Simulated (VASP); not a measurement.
# Cu (Fm-3m) in VASP: further runs

The runs below take Cu through single point, relaxation of cell and atoms, with PBE.

Program: VASP 6.6.1. These are calculated values, not measurements. Logs are shortened: lines on timing, memory, paths and dates and some standing lists are left out, and cuts for length are marked.

## (1) The cell of the first run

The structure is cubic, space group Fm-3m (No. 225). Conventional cell: a = 3.501 Å, b = 3.501 Å, c = 3.501 Å, α = 90.00°, β = 90.00°, γ = 90.00°. Cu (site symmetry m-3m) has 12 Cu at 2.48 Å within 3.3 Å.

## (2) Single point, PBE

INCAR

```
ALGO = Normal ; EDIFF = 1E-6
ENCUT = 520 ; GGA = PE
ISIF = 2 ; ISMEAR = -1
LASPH = T ; LCHARG = T
LELF = T ; LREAL = F
LVHAR = T ; LWAVE = F
NBANDS = 12 ; NELM = 60
PREC = Accurate ; SIGMA = 0.1
```

KPOINTS

```
k-points
0
Gamma
  19 19 19
```

POSCAR

```
Cu
1.0
    0.0000000000      1.7504853964      1.7504853964
    1.7504853964      0.0000000000      1.7504853964
    1.7504853964      1.7504853964      0.0000000000
Cu
1
Direct
    0.0000000000      0.0000000000      0.0000000000
```

Potentials or basis: VASP PAW PBE potentials, release 64 (Cu).

Run with:

```bash
$ cat potpaw_PBE.64/Cu/POTCAR > POTCAR
$ mpirun -np 1 vasp_std > vasp.out
```

OUTCAR:

```text
EDIFF = 1E-6
   ENCUT = 520
   GGA = PE
   ISIF = 2
   ISMEAR = -1
   LASPH = T
   LREAL = F
   NELM = 60
   PREC = Accurate

 ion  position               nearest neighbor table
   1  0.000  0.000  0.000-

  LATTYP: Found a face centered cubic cell.
 ALAT       =     3.5009707928

  Lattice vectors:

 A1 = (   0.0000000000,   1.7504853964,   1.7504853964)
 A2 = (   1.7504853964,   0.0000000000,   1.7504853964)
 A3 = (   1.7504853964,   1.7504853964,   0.0000000000)

Analysis of symmetry for initial positions (statically):
=====================================================================
 Subroutine PRICEL returns:
 Original cell was already a primitive cell.

 Routine SETGRP: Setting up the symmetry group for a
 face centered cubic supercell.

 Subroutine GETGRP returns: Found 48 space group operations
 (whereof 48 operations were pure point group operations)
 out of a pool of 48 trial point group operations.

The static configuration has the point symmetry O_h .

Analysis of symmetry for dynamics (positions and initial velocities):
=====================================================================
 Subroutine PRICEL returns:
 Original cell was already a primitive cell.

 Routine SETGRP: Setting up the symmetry group for a
 face centered cubic supercell.

 Subroutine GETGRP returns: Found 48 space group operations
 (whereof 48 operations were pure point group operations)
 out of a pool of 48 trial point group operations.

The dynamic configuration has the point symmetry O_h .

 Subroutine INISYM returns: Found 48 space group operations
 (whereof 48 operations are pure point group operations),
 and found     1 'primitive' translations

----------------------------------------------------------------------------------------

                                     Primitive cell

  volume of cell :      10.7277

  direct lattice vectors                    reciprocal lattice vectors
     0.000000000  1.750485396  1.750485396    -0.285635059  0.285635059  0.285635059
     1.750485396  0.000000000  1.750485396     0.285635059 -0.285635059  0.285635059
     1.750485396  1.750485396  0.000000000     0.285635059  0.285635059 -0.285635059

  length of vectors
     2.475560188  2.475560188  2.475560188     0.494734435  0.494734435  0.494734435

  position of ions in fractional coordinates (direct lattice)
     0.000000000  0.000000000  0.000000000

  ion indices of the primitive-cell ions
   primitive index   ion index
                 1           1

----------------------------------------------------------------------------------------

 KPOINTS: k-points

Automatic generation of k-mesh.
 Grid dimensions read from file:
 generate k-points for:   19   19   19

 Generating k-lattice:

  Cartesian coordinates                     Fractional coordinates (reciprocal lattice)
    -0.015033424  0.015033424  0.015033424     0.052631579  0.000000000  0.000000000
     0.015033424 -0.015033424  0.015033424     0.000000000  0.052631579  0.000000000
     0.015033424  0.015033424 -0.015033424     0.000000000  0.000000000  0.052631579

  Length of vectors
     0.026038654  0.026038654  0.026038654

  Shift w.r.t. Gamma in fractional coordinates (k-lattice)
     0.000000000  0.000000000  0.000000000

 Subroutine IBZKPT returns following result:
 ===========================================

 Found    220 irreducible k-points:

 Following reciprocal coordinates:
            Coordinates               Weight
  0.000000  0.000000  0.000000      1.000000
  0.052632  0.000000  0.000000      8.000000
  0.105263  0.000000  0.000000      8.000000
  0.157895  0.000000  0.000000      8.000000
  0.210526  0.000000  0.000000      8.000000
  0.263158  0.000000  0.000000      8.000000
[... 16 lines left out ...]
 -0.315789  0.052632  0.000000     24.000000
 -0.263158  0.052632  0.000000     24.000000
 [... further k-points ...]
   k-points           NKPTS =    220   k-points in BZ     NKDIM =    220   number of bands    NBANDS=     12
   number of dos      NEDOS =    301   number of ions     NIONS =      1
   total plane-waves  NPLWV =   5832
   dimension x,y,z NGX =    18 NGY =   18 NGZ =   18
   dimension x,y,z NGXF=    36 NGYF=   36 NGZF=   36
   ions per type =               1
   NGX,Y,Z   is equivalent  to a cutoff of  12.09, 12.09, 12.09 a.u.
   NGXF,Y,Z  is equivalent  to a cutoff of  24.18, 24.18, 24.18 a.u.
 SYSTEM =  unknown system
   PREC   = accura    normal or accurate (medium, high low for compatibility)
   ISTART =      0    job   : 0-new  1-cont  2-samecut
   ICHARG =      2    charge: 1-file 2-atom 10-const
   ISPIN  =      1    spin polarized calculation?
   LNONCOLLINEAR =      F non collinear calculations
   LSORBIT =      F    spin-orbit coupling
   LASPH  =      T    aspherical Exc in radial PAW
   ENCUT  =  520.0 eV  38.22 Ry    6.18 a.u.   4.60  4.60  4.60*2*pi/ulx,y,z
   NELM   =     60;   NELMIN=  2; NELMDL= -5     # of ELM steps
   EDIFF  = 0.1E-05   stopping-criterion for ELM
   LREAL  =      F    real-space projection
   EDIFFG = 0.1E-04   stopping-criterion for IOM
   NSW    =      0    number of steps for IOM
   IBRION =     -1    ionic relax: 0-MD 1-quasi-New 2-CG
   NFREE  =      0    steps in history (QN), initial steepest desc. (CG)
   ISIF   =      2    stress and relaxation
   ISYM   =      2    0-nonsym 1-usesym 2-fastsym
   POTIM  = 0.5000    time-step for ionic-motion
   TEBEG  =    0.0;   TEEND  =   0.0 temperature during run
   PSTRESS=    0.0 pullay stress
   NELECT =      11.0000    total number of electrons
   NUPDOWN=      -1.0000    fix difference up-down
   EMIN   =  10.00;   EMAX   =-10.00  energy-range for DOS
   EFERMI =   0.00;   METHOD = LEGACY
   ISMEAR =    -1;   SIGMA  =   0.10  broadening in eV -4-tet -1-fermi 0-gaus
   EFERMI_NEDOS =   21; number of points for ismear=-14 and -15
   IALGO  =     38    algorithm
   IMIX   =      4    mixing-type and parameters
     AMIX     =   0.40;   BMIX     =  1.00
     AMIX_MAG =   1.60;   BMIX_MAG =  1.00
  volume/ion in A,a.u.               =      10.73        72.39
  Fermi-wavevector in a.u.,A,eV,Ry     =   1.650836  3.119627 37.079402  2.725259
  Thomas-Fermi vector in A             =   2.739718
   LORBIT       =      0    0 simple, 1 ext, 2 COOP (PROOUT), +10 PAW based schemes
   GGA     = PE    functional components
   LHFCALC =     F    Hartree Fock is set to
   AEXX    =    0.0000 exact exchange contribution
   IVDW    =     0    specifies the selected vdW correction
   LEPSILON=     F    determine dielectric tensor
   LRPA    =     F    only Hartree local field effects (RPA)
 non-spin polarized calculation
  energy-cutoff  :      520.00
  volume of cell :       10.73
 maximum number of plane-waves:       299
   NGX =  9   NGY =  9   NGZ =  9

 number of electron      10.9999992 magnetization

 Free energy of the ion-electron system (eV)
  ---------------------------------------------------
  ext. energy  EPLUGINS =         0.00000000
  ---------------------------------------------------
  free energy    TOTEN  =        -3.65820473 eV

  energy without entropy =       -3.64826470  energy(sigma->0) =       -3.65323472

 E-fermi :   8.9013     XC(G=0): -13.2948

 val. band max:        8.8952996600   @ k =  -0.3684   0.1579   0.0000
 cond. band min:       8.9259458396   @ k =  -0.4737   0.1053   0.0000
 fundamental gap:      0.0306461795
 Fermi energy:         8.9013323213

 k-point     1 :       0.0000    0.0000    0.0000
  band No.  band energies     occupation
      1      -1.2692      2.00000
      2       5.4941      2.00000
      3       5.4941      2.00000
      4       5.4941      2.00000
      5       6.4481      2.00000
      6       6.4481      2.00000
      7      32.1979      0.00000
      8      35.6055      0.00000
      9      35.6055      0.00000
     10      35.6055      0.00000
     11      38.2178      0.00000
     12      38.2178      0.00000

 k-point     2 :       0.0526    0.0000    0.0000
  band No.  band energies     occupation
      1      -1.1609      2.00000
      2       5.4686      2.00000
      3       5.5164      2.00000
      4       5.5164      2.00000
      5       6.4389      2.00000
      6       6.4389      2.00000
      7      31.7413      0.00000
      8      34.1424      0.00000
      9      35.2714      0.00000
     10      35.2714      0.00000
     11      38.6922      0.00000
     12      38.6922      0.00000

 k-point     3 :       0.1053    0.0000    0.0000
  band No.  band energies     occupation
      1      -0.8395      2.00000
      2       5.3985      2.00000
      3       5.5749      2.00000
      4       5.5749      2.00000
      5       6.4190      2.00000
      6       6.4190      2.00000
      7      29.7264      0.00000
      8      33.2044      0.00000
      9      34.6370      0.00000
     10      34.6370      0.00000
     11      39.6880      0.00000
     12      39.6881      0.00000
[... 286 lines left out ...]
 k-point    23 :      -0.3158    0.0526    0.0000
  band No.  band energies     occupation
      1       2.3574      2.00000
      2       5.3834      2.00000
      3       5.5643      2.00000
      4       5.6130      2.00000
      5       6.6907      2.00000
      6       6.9958      2.00000
      7      18.1769      0.00000
      8      29.6584      0.00000
      9      32.4767      0.00000
     10      34.1848      0.00000
     11      35.9641      0.00000
     12      37.9550      0.00000

 k-point    24 :      -0.2632    0.0526    0.0000
  band No.  band energies     occupation
      1       1.5678      2.00000
      2       5.1729      2.00000
      3       5.6351      2.00000
      4       5.6804      2.00000
      5       6.5088      2.00000
      6       6.7927      2.00000
      7      20.6612      0.00000
      8      29.8659      0.00000
      9      33.0996      0.00000
     10      34.7916      0.00000
     11      36.8298      0.00000
     12      38.2759      0.00000

 [... further k-points ...]

------------------------ aborting loop because EDIFF is reached ----------------------------------------

  FORCE on cell =-STRESS in cart. coord.  units (eV):
  Direction    XX          YY          ZZ          XY          YZ          ZX
  --------------------------------------------------------------------------------------
  -------------------------------------------------------------------------------------
  Total        1.3756913      1.3756913      1.3756913     -0.0000000      0.0000000     -0.0000000
  in kB      205.4594426    205.4594426    205.4594426     -0.0000000      0.0000000     -0.0000000
  external PRESSURE =     205.4594426 kB  Pullay stress =       0.0000000 kB

 VOLUME and BASIS-vectors are now :
 -----------------------------------------------------------------------------
  energy-cutoff  :      520.00
  volume of cell :       10.73
      direct lattice vectors                 reciprocal lattice vectors
     0.000000000  1.750485396  1.750485396    -0.285635059  0.285635059  0.285635059
     1.750485396  0.000000000  1.750485396     0.285635059 -0.285635059  0.285635059
     1.750485396  1.750485396  0.000000000     0.285635059  0.285635059 -0.285635059

 POSITION                                       TOTAL-FORCE (eV/Angst)
 -----------------------------------------------------------------------------------
      0.00000      0.00000      0.00000         0.000000      0.000000      0.000000
 -----------------------------------------------------------------------------------
    total drift:                                0.000000     -0.000000     -0.000000

  FREE ENERGIE OF THE ION-ELECTRON SYSTEM (eV)
  ---------------------------------------------------
  free  energy   TOTEN  =        -3.6582047331 eV

  energy  without entropy=       -3.6482647023  energy(sigma->0) =       -3.65323472
```

Run time: 27 s. Hardware: 1 thread of Intel Xeon 8259CL, shared host; peak memory 0.14 GiB.

What came out:

```
Free energy : -3.6582 eV
Pressure    : 20.5 GPa
```

Levels at points of the mesh, in eV from the Fermi level:
```csv
k point,band 4,band 5,band 6,band 7,band 8,band 9
"(0.00, 0.00, 0.00)",-3.41,-2.45,-2.45,23.30,26.70,26.70
```

## (3) Relaxation of cell and atoms, PBE, target pressure 20 GPa, at which the enthalpy is minimised

INCAR

```
PREC     = Accurate       # precision mode
ENCUT    = 600            # plane-wave cutoff, eV
EDIFF    = 1E-6           # SCF threshold, eV
ISMEAR   = -1             # smearing method
SIGMA    = 0.1            # smearing width, eV
LREAL    = False          # projectors in reciprocal space
LASPH    = True           # aspherical terms in the spheres
NELM     = 80             # most SCF steps
ALGO     = Normal         # electronic algorithm
ISIF     = 3              # what is computed and relaxed
LWAVE    = False          # write WAVECAR
LCHARG   = False          # write CHGCAR
GGA      = PE             # functional
IBRION   = 2              # ionic algorithm
NSW      = 60             # ionic steps
EDIFFG   = -0.005         # ionic threshold
PSTRESS  = 200.0
```

KPOINTS

```
Automatic mesh
0
Gamma
  19 19 19
```

POSCAR

```
Cu
1.0
    0.0000000000      1.7513214508      1.7513214508
    1.7513214508      0.0000000000      1.7513214508
    1.7513214508      1.7513214508      0.0000000000
Cu
1
Direct
    0.0000000000      0.0000000000      0.0000000000
```

Potentials or basis: VASP PAW PBE potentials, release 64 (Cu).

Run with:

```bash
$ cat potpaw_PBE.64/Cu/POTCAR > POTCAR
$ mpirun -np 1 vasp_std > vasp.out
```

It took 56 s on 1 thread of Intel Xeon 8259CL, shared host; peak memory 0.15 GiB.

The run converged. Its results:

| Property | Result |
| --- | --- |
| Free energy | -3.6616 eV |
| Relaxed volume | 10.75 Å³/atom |
| Relaxed cell | a = 2.478 Å, b = 2.478 Å, c = 2.478 Å, α = 60.00°, β = 60.00°, γ = 60.00° |
| Space group after relaxing (to 0.05 Å) | Fm-3m (No. 225) |
| Energy change on relaxing (the enthalpy is what falls) | -1.3 meV/atom |
| Ionic steps | 3 |
| Pressure after relaxing | 20.0 GPa |

The path:
```tsv
step	energy change (eV)	largest force (eV/Å)	pressure (GPa)	volume (Å³)
1	0.0000	0.0000	20.29	10.74
2	-0.0038	0.0000	19.70	10.77
3	-0.0013	0.0000	20.02	10.75
```

Final structure:
```yaml
crystal:
  lattice:
    - [0.00000, 1.75189, 1.75189]
    - [1.75189, 0.00000, 1.75189]
    - [1.75189, 1.75189, 0.00000]
  atoms:
    - { symbol: Cu, position: [0.00000, 0.00000, 0.00000] }
```

Levels at points of the mesh, in eV from the Fermi level:
```
           k point  band 4  band 5  band 6  band 7  band 8  band 9
(0.00, 0.00, 0.00)   -3.40   -2.45   -2.45   23.28   26.67   26.67
```

Caveat: the cell is relaxed towards a set pressure, so the enthalpy falls and the energy may rise.

(Part 1 of 2 ends here.)
